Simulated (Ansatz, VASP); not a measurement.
Hf: VASP beside Ansatz

```xyz
1
Lattice="0.0000 2.2200 2.2200 2.2200 0.0000 2.2200 2.2200 2.2200 0.0000" Properties=species:S:1:pos:R:3 pbc="T T T"
Hf    0.0000    0.0000    0.0000
```

Alike in both runs: task relaxation of cell and atoms; functional BLYP; dispersion D3(BJ); k mesh 10 × 10 × 10; occupations fermi-dirac, width 0.05 eV; no spin polarisation.

|  | VASP | Ansatz |
| --- | --- | --- |
| version | VASP 6.6.1 | Ansatz 0.2.0 |
| potentials or method | VASP PAW PBE potentials, release 64 (Hf_pv) | Ansatz PAW |
| plane-wave cutoff (eV) | 600 | 420 |
| valence electrons in the cell | 10 | 26 |

Ansatz gave:

| Quantity | Value |
| --- | --- |
| gap on the k mesh at the Fermi level, each at its own relaxed structure (eV) | none |
| relaxed volume (Å³/atom) | 21.31 |
| relaxed cell length with the largest relative difference (Å) | 3.112 |

**Question.** Which values does VASP return?

**Answer.** gap on the k mesh at the Fermi level, each at its own relaxed structure (eV): none; relaxed volume (Å³/atom): 21.33; relaxed cell length with the largest relative difference (Å): 3.113.

VASP's potentials were made for PBE, not for BLYP. A gap of «none» marks a metal or a gap that the smearing closes. VASP's potentials hold 10 valence electrons a cell and Ansatz's 26, so a difference there can come from the potentials and not from the codes.

Spin-orbit coupling is off throughout. Noted on Ansatz's run: the plane-wave basis is chosen anew once the cell has moved, so the energies of steps on either side of that aren't comparable.
